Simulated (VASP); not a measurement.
# KF (Pm-3m) in VASP: single point with PBEsol

Aim: the single point of KF with PBEsol.

Everything below comes from runs of VASP 6.6.1. Logs are shortened: lines on timing, memory, paths and dates and some standing lists are left out, and cuts for length are marked.

## 1. The cell of the first run

Symmetry: Pm-3m, No. 221, cubic system. The conventional cell has a = 3.259 Å, b = 3.259 Å, c = 3.259 Å, α = 90.00°, β = 90.00°, γ = 90.00°. Within 3.7 Å of K (site symmetry m-3m) lie 8 F at 2.82 Å and 6 K at 3.26 Å. Within 3.7 Å of F (site symmetry m-3m) lie 8 K at 2.82 Å and 6 F at 3.26 Å.

## 2. Single point, PBEsol

INCAR reads:

```
ALGO = Normal
EDIFF = 1E-7
ENCUT = 520
GGA = PS
ISIF = 2
ISMEAR = 0
LASPH = True
LCHARG = False
LREAL = False
LWAVE = False
NBANDS = 15
NELM = 80
PREC = Accurate
SIGMA = 0.05
```

KPOINTS reads:

```
k-points
0
Gamma
  8 8 8
```

POSCAR reads:

```
KF
1.0
    3.2589550000      0.0000000000      0.0000000000
    0.0000000000      3.2589550000      0.0000000000
    0.0000000000      0.0000000000      3.2589550000
K F
1 1
Direct
    0.0000000000      0.0000000000      0.0000000000
    0.5000000000      0.5000000000      0.5000000000
```

Potentials or basis: VASP PAW PBE potentials, release 64 (K_sv, F).

On the command line:

```sh
cat potpaw_PBE.64/K_sv/POTCAR potpaw_PBE.64/F/POTCAR > POTCAR
mpirun -np 1 vasp_std > vasp.out
```

OUTCAR:

```text
EDIFF = 1E-7
   ENCUT = 520
   GGA = PS
   ISIF = 2
   ISMEAR = 0
   LASPH = True
   LREAL = False
   NELM = 80
   PREC = Accurate

 ion  position               nearest neighbor table
   1  0.000  0.000  0.000-   2 2.82   2 2.82   2 2.82   2 2.82   2 2.82   2 2.82   2 2.82   2 2.82

   2  0.500  0.500  0.500-   1 2.82   1 2.82   1 2.82   1 2.82   1 2.82   1 2.82   1 2.82   1 2.82

  LATTYP: Found a simple cubic cell.
 ALAT       =     3.2589550000

  Lattice vectors:

 A1 = (   3.2589550000,   0.0000000000,   0.0000000000)
 A2 = (   0.0000000000,   3.2589550000,   0.0000000000)
 A3 = (   0.0000000000,   0.0000000000,   3.2589550000)

Analysis of symmetry for initial positions (statically):
=====================================================================
 Subroutine PRICEL returns:
 Original cell was already a primitive cell.

 Routine SETGRP: Setting up the symmetry group for a
 simple cubic supercell.

 Subroutine GETGRP returns: Found 48 space group operations
 (whereof 48 operations were pure point group operations)
 out of a pool of 48 trial point group operations.

The static configuration has the point symmetry O_h .

Analysis of symmetry for dynamics (positions and initial velocities):
=====================================================================
 Subroutine PRICEL returns:
 Original cell was already a primitive cell.

 Routine SETGRP: Setting up the symmetry group for a
 simple cubic supercell.

 Subroutine GETGRP returns: Found 48 space group operations
 (whereof 48 operations were pure point group operations)
 out of a pool of 48 trial point group operations.

The dynamic configuration has the point symmetry O_h .

 Subroutine INISYM returns: Found 48 space group operations
 (whereof 48 operations are pure point group operations),
 and found     1 'primitive' translations

----------------------------------------------------------------------------------------

                                     Primitive cell

  volume of cell :      34.6127

  direct lattice vectors                    reciprocal lattice vectors
     3.258955000  0.000000000  0.000000000     0.306846827  0.000000000  0.000000000
     0.000000000  3.258955000  0.000000000     0.000000000  0.306846827  0.000000000
     0.000000000  0.000000000  3.258955000     0.000000000  0.000000000  0.306846827

  length of vectors
     3.258955000  3.258955000  3.258955000     0.306846827  0.306846827  0.306846827

  position of ions in fractional coordinates (direct lattice)
     0.000000000  0.000000000  0.000000000
     0.500000000  0.500000000  0.500000000

  ion indices of the primitive-cell ions
   primitive index   ion index
                 1           1
                 2           2

----------------------------------------------------------------------------------------

 KPOINTS: k-points

Automatic generation of k-mesh.
 Grid dimensions read from file:
 generate k-points for:    8    8    8

 Generating k-lattice:

  Cartesian coordinates                     Fractional coordinates (reciprocal lattice)
     0.038355853  0.000000000  0.000000000     0.125000000  0.000000000  0.000000000
     0.000000000  0.038355853  0.000000000     0.000000000  0.125000000  0.000000000
     0.000000000  0.000000000  0.038355853     0.000000000  0.000000000  0.125000000

  Length of vectors
     0.038355853  0.038355853  0.038355853

  Shift w.r.t. Gamma in fractional coordinates (k-lattice)
     0.000000000  0.000000000  0.000000000

 Subroutine IBZKPT returns following result:
 ===========================================

 Found     35 irreducible k-points:

 Following reciprocal coordinates:
            Coordinates               Weight
  0.000000  0.000000  0.000000      1.000000
  0.125000  0.000000  0.000000      6.000000
  0.250000  0.000000  0.000000      6.000000
  0.375000  0.000000  0.000000      6.000000
  0.500000  0.000000  0.000000      3.000000
  0.125000  0.125000  0.000000     12.000000
[... 16 lines left out ...]
  0.375000  0.375000  0.125000     24.000000
  0.500000  0.375000  0.125000     24.000000
 [... further k-points ...]
   k-points           NKPTS =     35   k-points in BZ     NKDIM =     35   number of bands    NBANDS=     15
   number of dos      NEDOS =    301   number of ions     NIONS =      2
   total plane-waves  NPLWV =  13824
   dimension x,y,z NGX =    24 NGY =   24 NGZ =   24
   dimension x,y,z NGXF=    48 NGYF=   48 NGZF=   48
   ions per type =               1   1
   NGX,Y,Z   is equivalent  to a cutoff of  12.24, 12.24, 12.24 a.u.
   NGXF,Y,Z  is equivalent  to a cutoff of  24.49, 24.49, 24.49 a.u.
 SYSTEM =  unknown system
   PREC   = accura    normal or accurate (medium, high low for compatibility)
   ISTART =      0    job   : 0-new  1-cont  2-samecut
   ICHARG =      2    charge: 1-file 2-atom 10-const
   ISPIN  =      1    spin polarized calculation?
   LNONCOLLINEAR =      F non collinear calculations
   LSORBIT =      F    spin-orbit coupling
   LASPH  =      T    aspherical Exc in radial PAW
   ENCUT  =  520.0 eV  38.22 Ry    6.18 a.u.   6.06  6.06  6.06*2*pi/ulx,y,z
   NELM   =     80;   NELMIN=  2; NELMDL= -5     # of ELM steps
   EDIFF  = 0.1E-06   stopping-criterion for ELM
   LREAL  =      F    real-space projection
   EDIFFG = 0.1E-05   stopping-criterion for IOM
   NSW    =      0    number of steps for IOM
   IBRION =     -1    ionic relax: 0-MD 1-quasi-New 2-CG
   NFREE  =      0    steps in history (QN), initial steepest desc. (CG)
   ISIF   =      2    stress and relaxation
   ISYM   =      2    0-nonsym 1-usesym 2-fastsym
   POTIM  = 0.5000    time-step for ionic-motion
   TEBEG  =    0.0;   TEEND  =   0.0 temperature during run
   PSTRESS=    0.0 pullay stress
   NELECT =      16.0000    total number of electrons
   NUPDOWN=      -1.0000    fix difference up-down
   EMIN   =  10.00;   EMAX   =-10.00  energy-range for DOS
   EFERMI =   0.00;   METHOD = LEGACY
   ISMEAR =     0;   SIGMA  =   0.05  broadening in eV -4-tet -1-fermi 0-gaus
   EFERMI_NEDOS =   21; number of points for ismear=-14 and -15
   IALGO  =     38    algorithm
   IMIX   =      4    mixing-type and parameters
     AMIX     =   0.40;   BMIX     =  1.00
     AMIX_MAG =   1.60;   BMIX_MAG =  1.00
  volume/ion in A,a.u.               =      17.31       116.79
  Fermi-wavevector in a.u.,A,eV,Ry     =   1.265814  2.392041 21.800402  1.602284
  Thomas-Fermi vector in A             =   2.399047
   LORBIT       =      0    0 simple, 1 ext, 2 COOP (PROOUT), +10 PAW based schemes
   GGA     = PS    functional components
   LHFCALC =     F    Hartree Fock is set to
   AEXX    =    0.0000 exact exchange contribution
   IVDW    =     0    specifies the selected vdW correction
   LEPSILON=     F    determine dielectric tensor
   LRPA    =     F    only Hartree local field effects (RPA)
 non-spin polarized calculation
 Gauss-broadening in eV      SIGMA  =   0.05
  energy-cutoff  :      520.00
  volume of cell :       34.61
 maximum number of plane-waves:       952
   NGX = 13   NGY = 13   NGZ = 13

 number of electron      15.9999992 magnetization

 Free energy of the ion-electron system (eV)
  ---------------------------------------------------
  ext. energy  EPLUGINS =         0.00000000
  ---------------------------------------------------
  free energy    TOTEN  =        -8.33931922 eV

  energy without entropy =       -8.33931922  energy(sigma->0) =       -8.33931922

 E-fermi :  -1.8640     XC(G=0):  -9.2555

 val. band max:       -2.1507080863   @ k =   0.5000   0.5000   0.0000
 cond. band min:       3.9447503652   @ k =   0.0000   0.0000   0.0000
 fundamental gap:      6.0954584515
 Fermi energy:        -1.8640315477

 k-point     1 :       0.0000    0.0000    0.0000
  band No.  band energies     occupation
      1     -28.9854      2.00000
      2     -20.9270      2.00000
      3     -12.0749      2.00000
      4     -12.0749      2.00000
      5     -12.0749      2.00000
      6      -2.2030      2.00000
      7      -2.2030      2.00000
      8      -2.2030      2.00000
      9       3.9448      0.00000
     10       6.0582      0.00000
     11       6.0582      0.00000
     12      11.7001      0.00000
     13      11.7001      0.00000
     14      11.7001      0.00000
     15      18.5855      0.00000

 k-point     2 :       0.1250    0.0000    0.0000
  band No.  band energies     occupation
      1     -28.9669      2.00000
      2     -20.9308      2.00000
      3     -12.1837      2.00000
      4     -12.0585      2.00000
      5     -12.0585      2.00000
      6      -2.4122      2.00000
      7      -2.2187      2.00000
      8      -2.2187      2.00000
      9       4.3634      0.00000
     10       6.1812      0.00000
     11       6.4105      0.00000
     12      11.4271      0.00000
     13      11.4271      0.00000
     14      11.7488      0.00000
     15      17.4405      0.00000

 k-point     3 :       0.2500    0.0000    0.0000
  band No.  band energies     occupation
      1     -28.9216      2.00000
      2     -20.9413      2.00000
      3     -12.4345      2.00000
      4     -12.0186      2.00000
      5     -12.0186      2.00000
      6      -2.8598      2.00000
      7      -2.2579      2.00000
      8      -2.2579      2.00000
      9       5.3928      0.00000
     10       6.5095      0.00000
     11       7.2969      0.00000
     12      10.8707      0.00000
     13      10.8707      0.00000
     14      11.8701      0.00000
     15      15.9542      0.00000
[... 343 lines left out ...]
 k-point    23 :       0.3750    0.3750    0.1250
  band No.  band energies     occupation
      1     -28.7674      2.00000
      2     -20.8564      2.00000
      3     -12.7287      2.00000
      4     -12.6901      2.00000
      5     -12.0302      2.00000
      6      -2.8781      2.00000
      7      -2.7610      2.00000
      8      -2.3336      2.00000
      9       6.8559      0.00000
     10       7.3527      0.00000
     11       9.5120      0.00000
     12       9.5953      0.00000
     13      10.4320      0.00000
     14      10.9080      0.00000
     15      14.8991      0.00000

 k-point    24 :       0.5000    0.3750    0.1250
  band No.  band energies     occupation
      1     -28.7512      2.00000
      2     -20.8422      2.00000
      3     -12.8266      2.00000
      4     -12.7157      2.00000
      5     -12.0153      2.00000
      6      -2.8966      2.00000
      7      -2.7754      2.00000
      8      -2.3238      2.00000
      9       6.7291      0.00000
     10       7.3035      0.00000
     11       9.3562      0.00000
     12       9.5621      0.00000
     13      10.7115      0.00000
     14      11.9890      0.00000
     15      14.0526      0.00000

 [... further k-points ...]
[... 5 lines left out ...]
  --------------------------------------------------------------------------------------
  -------------------------------------------------------------------------------------
  Total       -0.5321768     -0.5321768     -0.5321768      0.0000000      0.0000000      0.0000000
  in kB      -24.6337996    -24.6337996    -24.6337996      0.0000000      0.0000000      0.0000000
  external PRESSURE =     -24.6337996 kB  Pullay stress =       0.0000000 kB

 VOLUME and BASIS-vectors are now :
 -----------------------------------------------------------------------------
  energy-cutoff  :      520.00
  volume of cell :       34.61
      direct lattice vectors                 reciprocal lattice vectors
     3.258955000  0.000000000  0.000000000     0.306846827  0.000000000  0.000000000
     0.000000000  3.258955000  0.000000000     0.000000000  0.306846827  0.000000000
     0.000000000  0.000000000  3.258955000     0.000000000  0.000000000  0.306846827

 POSITION                                       TOTAL-FORCE (eV/Angst)
 -----------------------------------------------------------------------------------
      0.00000      0.00000      0.00000         0.000000      0.000000      0.000000
      1.62948      1.62948      1.62948         0.000000      0.000000      0.000000
 -----------------------------------------------------------------------------------
    total drift:                                0.000000      0.000000     -0.000000

  FREE ENERGIE OF THE ION-ELECTRON SYSTEM (eV)
  ---------------------------------------------------
  free  energy   TOTEN  =        -8.3393192206 eV

  energy  without entropy=       -8.3393192206  energy(sigma->0) =       -8.33931922
```

Wall time 10 s (1 thread of AMD EPYC 7R13 (Zen 3), shared host); peak memory 0.11 GiB.

What came out:

| Quantity | Value |
| --- | --- |
| Free energy | -8.3393 eV |
| Pressure | -2.5 GPa |
| Band gap on the k mesh | 6.10 eV, indirect (least direct gap 6.15 eV) |

Caveat: the PAW data sets were made with another functional, which shifts forces and pressure a little. A hybrid or GW would open this gap; PBEsol tends to underestimate it.
